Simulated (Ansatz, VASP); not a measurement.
# HfO2: VASP beside Ansatz

Contents of INCAR:

```
PREC = Accurate
ENCUT = 520
EDIFF = 1E-6
ISMEAR = 0
SIGMA = 0.05
LREAL = False
LASPH = True
NELM = 80
ALGO = Normal
ISIF = 2
LWAVE = False
LCHARG = False
GGA = PE
NBANDS = 56
```

Contents of KPOINTS:

```
Automatic mesh
0
Gamma
  6 6 6
```

Contents of POSCAR:

```
HfO2
1.0
    5.1150000000      0.0000000000      0.0000000000
    0.0000000000     -5.1150000000      0.0000000000
    0.0000000000      0.0000000000     -5.1150000000
Hf O
4 8
Direct
    0.0103681346      0.5103681346      0.5000000000
    0.5000000000      0.0000000000      0.5000000000
    0.5000000000      0.5000000000      0.0000000000
    0.0000000000      0.0000000000      0.0000000000
    0.2500000000      0.2500000000      0.2500000000
    0.7500000000      0.7500000000      0.2500000000
    0.7500000000      0.2500000000      0.7500000000
    0.2500000000      0.7500000000      0.7500000000
    0.7500000000      0.7500000000      0.7500000000
    0.2500000000      0.2500000000      0.7500000000
    0.2500000000      0.7500000000      0.2500000000
    0.7500000000      0.2500000000      0.2500000000
```

Input for Ansatz:

```yaml
crystal:
  lattice:
    - [5.115, 0.0, 0.0]
    - [0.0, -5.115, 0.0]
    - [0.0, 0.0, -5.115]
  atoms:
    - { symbol: Hf, position: [0.0103681346, 0.5103681346, 0.5] }
    - { symbol: Hf, position: [0.5, 0.0, 0.5] }
    - { symbol: Hf, position: [0.5, 0.5, 0.0] }
    - { symbol: Hf, position: [0.0, 0.0, 0.0] }
    - { symbol: O, position: [0.25, 0.25, 0.25] }
    - { symbol: O, position: [0.75, 0.75, 0.25] }
    - { symbol: O, position: [0.75, 0.25, 0.75] }
    - { symbol: O, position: [0.25, 0.75, 0.75] }
    - { symbol: O, position: [0.75, 0.75, 0.75] }
    - { symbol: O, position: [0.25, 0.25, 0.75] }
    - { symbol: O, position: [0.25, 0.75, 0.25] }
    - { symbol: O, position: [0.75, 0.25, 0.25] }
basis:
  ecutwfc: 420
kpoints:
  mp_grid: { grid: [6, 6, 6] }
hamiltonian:
  xc: pbe
scf:
  occupations: { method: gaussian, width: 0.05 }
output:
  forces: true
  stress: true
  eigenvalues: true
```

Alike in both runs: task single point; functional PBE; k mesh 6 × 6 × 6; occupations gaussian, width 0.05 eV; no spin polarisation.

```csv
,VASP,Ansatz
version,VASP 6.6.1,Ansatz 0.2.0
potentials or method,"VASP PAW PBE potentials, release 64 (Hf_pv, O), cutoff 520 eV","scalar-relativistic, plane waves, PAW"
valence electrons in the cell,88,152
```

Ansatz gave:

```
gap on the k mesh at the Fermi level (eV)                     : 3.68
least direct gap on the mesh (eV)                             : 3.68
pressure (GPa)                                                : -2.3
traceless stress, the component that is largest in VASP (GPa) : -0.18
rms of the force components (eV/Å)                            : 0.257
```

Problem. What did VASP give for the same quantities?

Solution. gap on the k mesh at the Fermi level (eV): 3.68; least direct gap on the mesh (eV): 3.68; pressure (GPa): -5.8; traceless stress, the component that is largest in VASP (GPa): -0.18; rms of the force components (eV/Å): 0.253.

Atom by atom the forces differ by 0.007 eV/Å (rms over components). VASP's potentials hold 88 valence electrons a cell and Ansatz's 152, so a difference there can come from the potentials and not from the codes.

Neither program's run includes spin-orbit coupling.
